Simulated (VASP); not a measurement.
# Te (C2/m) in VASP: settings compared

Te is run at these levels: PBEsol, LDA; tasks: single point.

Everything below comes from runs of VASP 6.6.1. Logs are shortened: lines on timing, memory, paths and dates and some standing lists are left out, and cuts for length are marked.

### Step 1. The cell of the first run

Symmetry: C2/m, No. 12, monoclinic system. The conventional cell has a = 7.790 Å, b = 4.381 Å, c = 6.094 Å, α = 90.00°, β = 90.90°, γ = 90.00°. Te (site symmetry 2/m) has 6 Te at 3.15 to 3.37 Å within 4.1 Å. Within 4.1 Å of Te (site symmetry m) lie 6 Te at 3.09 to 3.53 Å.

### Step 2. Single point, PBEsol (34.66 Å³/atom)

The input, INCAR:

```
SYSTEM = Te
PREC     = Accurate       ! precision mode
ENCUT    = 520            ! plane-wave cutoff, eV
EDIFF    = 1E-7           ! SCF threshold, eV
ISMEAR   = -1             ! smearing method
SIGMA    = 0.05           ! smearing width, eV
LREAL    = .FALSE.        ! projectors in reciprocal space
LASPH    = .TRUE.         ! aspherical terms in the spheres
NELM     = 100            ! most SCF steps
ALGO     = Normal         ! electronic algorithm
ISIF     = 2              ! what is computed and relaxed
LWAVE    = .FALSE.        ! write WAVECAR
LCHARG   = .FALSE.        ! write CHGCAR
GGA      = PS             ! functional
NBANDS   = 16             ! bands
```

The input, KPOINTS:

```
regular mesh
0
G
  7 7 5
  0 0 0
```

The input, POSCAR:

```
Te
1.0
    3.8952160867     -2.1903349161      0.0000000000
    3.8952160867      2.1903349161      0.0000000000
   -0.0961401773      0.0000000000      6.0932986579
Te
3
Direct
    0.0000000000      0.0000000000      0.0000000000
    0.3094466100      0.3094466100      0.3388094900
    0.6905533900      0.6905533900      0.6611905100
```

Potentials or basis: VASP PAW PBE potentials, release 64 (Te).

Run with:

```bash
$ cat potpaw_PBE.64/Te/POTCAR > POTCAR
$ mpirun -np 1 vasp_std > vasp.out
```

OUTCAR:

```text
SYSTEM = Te
   PREC = Accurate
   ENCUT = 520
   EDIFF = 1E-7
   ISMEAR = -1
   LREAL = .FALSE.
   LASPH = .TRUE.
   NELM = 100
   ISIF = 2
   GGA = PS

 ion  position               nearest neighbor table
   1  0.000  0.000  0.000-   2 3.15   3 3.15   3 3.37   3 3.37   2 3.37   2 3.37
   2  0.309  0.309  0.339-   3 3.09   3 3.09   1 3.15   1 3.37   1 3.37   3 3.53
   3  0.691  0.691  0.661-   2 3.09   2 3.09   1 3.15   1 3.37   1 3.37   2 3.53

  LATTYP: Found a base centered monoclinic cell.
 ALAT       =     7.7904321734
 B/A-ratio  =     0.5623140969
 C/A-ratio  =     0.7822489081
 COS(beta)  =    -0.0157760547

  Lattice vectors:

 A1 = (   3.8952160867,  -2.1903349161,   0.0000000000)
 A2 = (   3.8952160867,   2.1903349161,   0.0000000000)
 A3 = (  -0.0961401773,   0.0000000000,   6.0932986579)

Analysis of symmetry for initial positions (statically):
=====================================================================
 Subroutine PRICEL returns:
 Original cell was already a primitive cell.

 Routine SETGRP: Setting up the symmetry group for a
 base centered monoclinic supercell.

 Subroutine GETGRP returns: Found  4 space group operations
 (whereof  4 operations were pure point group operations)
 out of a pool of  4 trial point group operations.

The static configuration has the point symmetry C_2h.

Analysis of symmetry for dynamics (positions and initial velocities):
=====================================================================
 Subroutine PRICEL returns:
 Original cell was already a primitive cell.

 Routine SETGRP: Setting up the symmetry group for a
 base centered monoclinic supercell.

 Subroutine GETGRP returns: Found  4 space group operations
 (whereof  4 operations were pure point group operations)
 out of a pool of  4 trial point group operations.

The dynamic configuration has the point symmetry C_2h.

 Subroutine INISYM returns: Found  4 space group operations
 (whereof  4 operations are pure point group operations),
 and found     1 'primitive' translations

----------------------------------------------------------------------------------------

                                     Primitive cell

  volume of cell :     103.9739

  direct lattice vectors                    reciprocal lattice vectors
     3.895216087 -2.190334916  0.000000000     0.128362583 -0.228275592  0.002025307
     3.895216087  2.190334916  0.000000000     0.128362583  0.228275592  0.002025307
    -0.096140177  0.000000000  6.093298658     0.000000000  0.000000000  0.164114719

  length of vectors
     4.468811409  4.468811409  6.094057061     0.261898455  0.261898455  0.164114719

  position of ions in fractional coordinates (direct lattice)
     0.000000000  0.000000000  0.000000000
     0.309446610  0.309446610  0.338809490
     0.690553390  0.690553390  0.661190510

  ion indices of the primitive-cell ions
   primitive index   ion index
                 1           1
                 2           2
                 3           3

----------------------------------------------------------------------------------------

 KPOINTS: regular mesh

Automatic generation of k-mesh.
 Grid dimensions read from file:
 generate k-points for:    7    7    5

 Generating k-lattice:

  Cartesian coordinates                     Fractional coordinates (reciprocal lattice)
     0.018337512 -0.032610799  0.000289330     0.142857143  0.000000000  0.000000000
     0.018337512  0.032610799  0.000289330     0.000000000  0.142857143  0.000000000
     0.000000000  0.000000000  0.032822944     0.000000000  0.000000000  0.200000000

  Length of vectors
     0.037414065  0.037414065  0.032822944

  Shift w.r.t. Gamma in fractional coordinates (k-lattice)
     0.000000000  0.000000000  0.000000000

 Subroutine IBZKPT returns following result:
 ===========================================

 Found     72 irreducible k-points:

 Following reciprocal coordinates:
            Coordinates               Weight
  0.000000  0.000000  0.000000      1.000000
  0.142857 -0.000000  0.000000      4.000000
  0.285714 -0.000000 -0.000000      4.000000
  0.428571 -0.000000  0.000000      4.000000
  0.142857  0.142857  0.000000      2.000000
  0.285714  0.142857  0.000000      4.000000
[... 16 lines left out ...]
 -0.142857  0.000000  0.200000      4.000000
  0.142857  0.142857  0.200000      2.000000
 [... further k-points ...]
   k-points           NKPTS =     72   k-points in BZ     NKDIM =     72   number of bands    NBANDS=     16
   number of dos      NEDOS =    301   number of ions     NIONS =      3
   total plane-waves  NPLWV =  62208
   dimension x,y,z NGX =    36 NGY =   36 NGZ =   48
   dimension x,y,z NGXF=    72 NGYF=   72 NGZF=   96
   ions per type =               3
   NGX,Y,Z   is equivalent  to a cutoff of  13.39, 13.39, 13.09 a.u.
   NGXF,Y,Z  is equivalent  to a cutoff of  26.78, 26.78, 26.19 a.u.
 SYSTEM =  Te
   PREC   = accura    normal or accurate (medium, high low for compatibility)
   ISTART =      0    job   : 0-new  1-cont  2-samecut
   ICHARG =      2    charge: 1-file 2-atom 10-const
   ISPIN  =      1    spin polarized calculation?
   LNONCOLLINEAR =      F non collinear calculations
   LSORBIT =      F    spin-orbit coupling
   LASPH  =      T    aspherical Exc in radial PAW
   ENCUT  =  520.0 eV  38.22 Ry    6.18 a.u.   8.31  8.31 11.33*2*pi/ulx,y,z
   NELM   =    100;   NELMIN=  2; NELMDL= -5     # of ELM steps
   EDIFF  = 0.1E-06   stopping-criterion for ELM
   LREAL  =      F    real-space projection
   EDIFFG = 0.1E-05   stopping-criterion for IOM
   NSW    =      0    number of steps for IOM
   IBRION =     -1    ionic relax: 0-MD 1-quasi-New 2-CG
   NFREE  =      0    steps in history (QN), initial steepest desc. (CG)
   ISIF   =      2    stress and relaxation
   ISYM   =      2    0-nonsym 1-usesym 2-fastsym
   POTIM  = 0.5000    time-step for ionic-motion
   TEBEG  =    0.0;   TEEND  =   0.0 temperature during run
   PSTRESS=    0.0 pullay stress
   NELECT =      18.0000    total number of electrons
   NUPDOWN=      -1.0000    fix difference up-down
   EMIN   =  10.00;   EMAX   =-10.00  energy-range for DOS
   EFERMI =   0.00;   METHOD = LEGACY
   ISMEAR =    -1;   SIGMA  =   0.05  broadening in eV -4-tet -1-fermi 0-gaus
   EFERMI_NEDOS =   21; number of points for ismear=-14 and -15
   IALGO  =     38    algorithm
   IMIX   =      4    mixing-type and parameters
     AMIX     =   0.40;   BMIX     =  1.00
     AMIX_MAG =   1.60;   BMIX_MAG =  1.00
  volume/ion in A,a.u.               =      34.66       233.88
  Fermi-wavevector in a.u.,A,eV,Ry     =   0.912412  1.724208 11.326782  0.832495
  Thomas-Fermi vector in A             =   2.036804
   LORBIT       =      0    0 simple, 1 ext, 2 COOP (PROOUT), +10 PAW based schemes
   GGA     = PS    functional components
   LHFCALC =     F    Hartree Fock is set to
   AEXX    =    0.0000 exact exchange contribution
   IVDW    =     0    specifies the selected vdW correction
   LEPSILON=     F    determine dielectric tensor
   LRPA    =     F    only Hartree local field effects (RPA)
 non-spin polarized calculation
  energy-cutoff  :      520.00
  volume of cell :      103.97
 maximum number of plane-waves:      2815
 NGX is ok and might be reduce to    36
   NGX = 17   NGY = 17   NGZ = 23

 number of electron      17.9999999 magnetization

 Free energy of the ion-electron system (eV)
  ---------------------------------------------------
  ext. energy  EPLUGINS =         0.00000000
  ---------------------------------------------------
  free energy    TOTEN  =       -10.36239038 eV

  energy without entropy =      -10.35531901  energy(sigma->0) =      -10.35885469

 E-fermi :   5.5948     XC(G=0):  -9.1830

 val. band max:        5.5561323878   @ k =   0.4286   0.2857   0.2000
 cond. band min:       5.6407267257   @ k =   0.0000   0.0000   0.4000
 fundamental gap:      0.0845943378
 Fermi energy:         5.5948074556

 k-point     1 :       0.0000    0.0000    0.0000
  band No.  band energies     occupation
      1      -7.6918      2.00000
      2      -4.7679      2.00000
      3      -4.6472      2.00000
      4       2.9987      2.00000
      5       3.0552      2.00000
      6       3.3673      2.00000
[... 8 lines left out ...]
     15      11.5889      0.00000
     16      11.7302      0.00000

 k-point     2 :       0.1429   -0.0000    0.0000
  band No.  band energies     occupation
      1      -7.5351      2.00000
      2      -4.7614      2.00000
      3      -4.6627      2.00000
      4       1.8716      2.00000
      5       2.4072      2.00000
      6       2.8188      2.00000
[... 8 lines left out ...]
     15      11.6000      0.00000
     16      12.1457      0.00000

 k-point     3 :       0.2857   -0.0000   -0.0000
  band No.  band energies     occupation
      1      -7.0822      2.00000
      2      -4.9974      2.00000
      3      -4.5936      2.00000
      4       1.0426      2.00000
      5       1.6682      2.00000
      6       2.2206      2.00000
[... 8 lines left out ...]
     15      12.2280      0.00000
     16      13.1804      0.00000

 k-point     4 :       0.4286   -0.0000    0.0000
  band No.  band energies     occupation
      1      -6.4013      2.00000
      2      -5.5983      2.00000
      3      -4.5052      2.00000
      4       1.0664      2.00000
      5       1.2860      2.00000
      6       1.8701      2.00000
[... 8 lines left out ...]
     15      13.7146      0.00000
     16      14.1804      0.00000

 k-point     5 :       0.1429    0.1429    0.0000
  band No.  band energies     occupation
      1      -7.5481      2.00000
      2      -4.7978      2.00000
      3      -4.6230      2.00000
      4       1.8302      2.00000
      5       2.5536      2.00000
      6       2.7013      2.00000
[... 8 lines left out ...]
     15      11.7691      0.00000
     16      12.1815      0.00000

 k-point     6 :       0.2857    0.1429    0.0000
  band No.  band energies     occupation
      1      -7.2570      2.00000
      2      -4.8497      2.00000
      3      -4.6558      2.00000
      4       1.3416      2.00000
      5       1.4503      2.00000
      6       2.9815      2.00000
[... 8 lines left out ...]
     15      12.2278      0.00000
     16      12.9282      0.00000
[... 267 lines left out ...]
 k-point    21 :      -0.4286    0.0000    0.2000
  band No.  band energies     occupation
      1      -6.4025      2.00000
      2      -5.3692      2.00000
      3      -4.8215      2.00000
      4       1.0162      2.00000
      5       1.4757      2.00000
      6       2.0372      2.00000
[... 8 lines left out ...]
     15      13.1454      0.00000
     16      13.6323      0.00000

 k-point    22 :      -0.2857    0.0000    0.2000
  band No.  band energies     occupation
      1      -6.9960      2.00000
      2      -5.3137      2.00000
      3      -4.4325      2.00000
      4       1.6312      2.00000
      5       2.1765      2.00000
      6       2.3160      2.00000
[... 8 lines left out ...]
     15      11.7566      0.00000
     16      12.1258      0.00000

 k-point    23 :      -0.1429    0.0000    0.2000
  band No.  band energies     occupation
      1      -7.4172      2.00000
      2      -5.5775      2.00000
      3      -3.8958      2.00000
      4       2.0034      2.00000
      5       2.8288      2.00000
      6       2.8977      2.00000
[... 8 lines left out ...]
     15      11.1817      0.00000
     16      11.5430      0.00000

 k-point    24 :       0.1429    0.1429    0.2000
  band No.  band energies     occupation
      1      -7.4193      2.00000
      2      -5.6251      2.00000
      3      -3.8458      2.00000
      4       1.9310      2.00000
      5       2.8762      2.00000
      6       3.1222      2.00000
[... 8 lines left out ...]
     15      11.2777      0.00000
     16      11.6142      0.00000

 [... further k-points ...]

------------------------ aborting loop because EDIFF is reached ----------------------------------------

  FORCE on cell =-STRESS in cart. coord.  units (eV):
  Direction    XX          YY          ZZ          XY          YZ          ZX
  --------------------------------------------------------------------------------------
  -------------------------------------------------------------------------------------
  Total       -2.5554377     -2.5196125     -3.2107367      0.0000000      0.0000000     -0.0162927
  in kB      -39.3777904    -38.8257440    -49.4755610      0.0000000      0.0000000     -0.2510615
  external PRESSURE =     -42.5596984 kB  Pullay stress =       0.0000000 kB

 VOLUME and BASIS-vectors are now :
 -----------------------------------------------------------------------------
  energy-cutoff  :      520.00
  volume of cell :      103.97
      direct lattice vectors                 reciprocal lattice vectors
     3.895216087 -2.190334916  0.000000000     0.128362583 -0.228275592  0.002025307
     3.895216087  2.190334916  0.000000000     0.128362583  0.228275592  0.002025307
    -0.096140177  0.000000000  6.093298658     0.000000000  0.000000000  0.164114719

 POSITION                                       TOTAL-FORCE (eV/Angst)
 -----------------------------------------------------------------------------------
      0.00000      0.00000      0.00000         0.000000      0.000000      0.000000
      2.37815      0.00000      2.06447        -0.054889      0.000000      0.010990
      5.31614      0.00000      4.02883         0.054889      0.000000     -0.010990
 -----------------------------------------------------------------------------------
    total drift:                               -0.000000     -0.000000     -0.000000

  FREE ENERGIE OF THE ION-ELECTRON SYSTEM (eV)
  ---------------------------------------------------
  free  energy   TOTEN  =       -10.3623903760 eV

  energy  without entropy=      -10.3553190134  energy(sigma->0) =      -10.35885469
```

Run time: 2.6 min. Hardware: 1 thread of Intel Xeon 8259CL, shared host; peak memory 0.29 GiB.

What came out:

| Quantity | Value |
| --- | --- |
| Free energy | -10.3624 eV |
| Pressure | -4.3 GPa |
| Largest force | 0.056 eV/Å |
| Band gap on the k mesh | 0.08 eV (least direct gap 0.21 eV) |

Forces on the atoms (eV/Å):
```
Te   0.000  0.000  0.000
Te  -0.055  0.000  0.011
Te   0.055  0.000 -0.011
```

Caveat: the cell stands under tension; the PAW data sets were made with another functional, which shifts forces and pressure a little; spin-orbit coupling is left out, which moves the levels of the heavy elements; an odd mesh through Γ misses points on the zone boundary, where band edges can lie.

(Part 1 of 2 ends here.)
